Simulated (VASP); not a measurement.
Write the native input for VASP 6.6.1 that does the following.

```
Task                   : single point
Functional             : PBE
Potentials or basis    : VASP PAW PBE potentials, release 64 (O_h, H_h, C_h)
Cutoff                 : 1000 eV
k mesh                 : 1 × 1 × 1
Occupations            : fermi-dirac, width 0.05 eV
Spin                   : no spin polarisation
Dipole correction      : no
Further INCAR settings : LREAL = Auto; ALGO = Normal; EDIFF = 1e-06; NBANDS = 37
```

The structure of H8CO6 lies in POSCAR:

```
H8CO6
1.0
    5.4665340000      0.0000000000      0.0000000000
    0.0000000000      5.5081060000      0.0000000000
    0.0000000000      0.0000000000      5.2027780000
O H C
6 8 1
Direct
    0.4560659460      0.1277390087      0.1808456944
    0.0942461896      0.8881818905      0.5208755784
    0.7529999813      0.4886979299      0.3961153061
    0.6661259218      0.8308663631      0.8203309847
    0.2231029753      0.5694516409      0.9417661103
   -0.0808739139      0.2565673210      0.9230069013
    0.5504401875      0.0383979539      0.0552589405
    0.3380569846      0.0225304306      0.2719700898
    0.2245847186      0.8410150422      0.6345648421
    0.0448913333      0.7392922358      0.4373240603
    0.6539792856      0.3442925753      0.3406257196
    0.6848580838      0.6024575417      0.2665883495
    0.6200089490      0.7046886897      0.6948595539
    0.8181600993      0.9002186959      0.7475621677
    0.0685443464      0.4188009454      0.9403245728
```

One way to write it, as run:

INCAR

```
SYSTEM = H8CO6
PREC = Accurate ; ENCUT = 1000
EDIFF = 1E-6 ; ISMEAR = -1
SIGMA = 0.05 ; LREAL = Auto
LASPH = .True. ; NELM = 120
ALGO = Normal ; ISIF = 2
LWAVE = .False. ; LCHARG = .False.
GGA = PE ; NBANDS = 37
GGA_COMPAT = .False.
```

KPOINTS

```
Automatic mesh
0
Gamma
  1 1 1
  0 0 0
```

Potentials or basis: VASP PAW PBE potentials, release 64 (O_h, H_h, C_h).

Launch:

```console
$ cat potpaw_PBE.64/O_h/POTCAR potpaw_PBE.64/H_h/POTCAR potpaw_PBE.64/C_h/POTCAR > POTCAR
$ mpirun -np 1 vasp_gam > vasp.out
```

Results of the run:

```
Pressure      : -1.6 GPa
Largest force : 4.264 eV/Å
```

Caveat: the k points lie up to 1.21 Å⁻¹ apart, too coarse for converged energies, forces and pressures; the atoms stand as in a frame of molecular dynamics.

Run time: 24 s on 1 thread of AMD EPYC 7R13 Processor (Zen 3), on a shared host, peak memory 0.36 GiB.
